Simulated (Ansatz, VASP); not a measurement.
Al2BAs3 in VASP and in Ansatz

INCAR

```
SYSTEM = Al2BAs3
  PREC = Accurate
  ENCUT = 600
  EDIFF = 1E-6
  ISMEAR = 0
  SIGMA = 0.01
  LREAL = .FALSE.
  LASPH = .TRUE.
  NELM = 60
  ALGO = Normal
  ISIF = 3
  LWAVE = .FALSE.
  LCHARG = .FALSE.
  GGA = PE
  IBRION = 2
  NSW = 100
  EDIFFG = -0.01
```

The input KPOINTS:

```
regular mesh
0
G
  12 12 2
  0 0 0
```

File POSCAR:

```
Al2BAs3
1.0
    3.8231395086      0.0000000000      0.0000000000
   -1.9115697543      3.3109359367      0.0000000000
    0.0000000000      0.0000000000     19.2359405750
Al B As
4 2 6
Direct
    0.3333333333      0.6666666667      0.0058796821
    0.3333333333      0.6666666667      0.3288548891
    0.6666666667      0.3333333333      0.5058796821
    0.6666666667      0.3333333333      0.8288548891
    0.3333333333      0.6666666667      0.6699949038
    0.6666666667      0.3333333333      0.1699949038
    0.3333333333      0.6666666667      0.1355761558
    0.3333333333      0.6666666667      0.4564556157
    0.3333333333      0.6666666667      0.7792387636
    0.6666666667      0.3333333333      0.2792387636
    0.6666666667      0.3333333333      0.6355761558
    0.6666666667      0.3333333333      0.9564556157
```

Input for Ansatz:

```yaml
crystal:
  lattice:
    - [3.8231395086, 0.0, 0.0]
    - [-1.9115697543, 3.3109359367, 0.0]
    - [0.0, 0.0, 19.235940575]
  atoms:
    - { symbol: Al, position: [0.3333333333, 0.6666666667, 0.0058796821] }
    - { symbol: Al, position: [0.3333333333, 0.6666666667, 0.3288548891] }
    - { symbol: Al, position: [0.6666666667, 0.3333333333, 0.5058796821] }
    - { symbol: Al, position: [0.6666666667, 0.3333333333, 0.8288548891] }
    - { symbol: B, position: [0.3333333333, 0.6666666667, 0.6699949038] }
    - { symbol: B, position: [0.6666666667, 0.3333333333, 0.1699949038] }
    - { symbol: As, position: [0.3333333333, 0.6666666667, 0.1355761558] }
    - { symbol: As, position: [0.3333333333, 0.6666666667, 0.4564556157] }
    - { symbol: As, position: [0.3333333333, 0.6666666667, 0.7792387636] }
    - { symbol: As, position: [0.6666666667, 0.3333333333, 0.2792387636] }
    - { symbol: As, position: [0.6666666667, 0.3333333333, 0.6355761558] }
    - { symbol: As, position: [0.6666666667, 0.3333333333, 0.9564556157] }
basis:
  ecutwfc: 420
kpoints:
  mp_grid: { grid: [12, 12, 2] }
hamiltonian:
  xc: pbe
scf:
  occupations: { method: gaussian, width: 0.01 }
output:
  forces: true
  stress: true
  eigenvalues: true
relax:
  adjacent_minimum: "off"
  f_tol: 0.01
  max_steps: 80
  cell: { stress_tol: 0.05 }
```

Alike in both runs: task relaxation of cell and atoms; functional PBE; k mesh 12 × 12 × 2; occupations gaussian, width 0.01 eV; no spin polarisation.

|  | VASP | Ansatz |
| --- | --- | --- |
| version | VASP 6.6.1 | Ansatz 0.2.0 |
| potentials or method | VASP PAW PBE potentials, release 64 (Al, B, As), cutoff 600 eV | scalar-relativistic, plane waves, PAW |
| valence electrons in the cell | 48 | 108 |

Ansatz gave:

```
gap on the k mesh at the Fermi level, each at its own relaxed structure (eV) : 0.19
relaxed volume (Å³/atom)                                                     : 20.30
relaxed length of the cell vector where the two differ most in proportion (Å)              : 3.822
```

Question: What did VASP give for the same quantities?

Answer: gap on the k mesh at the Fermi level, each at its own relaxed structure (eV): 0.17; relaxed volume (Å³/atom): 20.36; relaxed length of the cell vector where the two differ most in proportion (Å): 3.826.

VASP's potentials hold 48 valence electrons a cell and Ansatz's 108, so a difference there can come from the potentials and not from the codes.
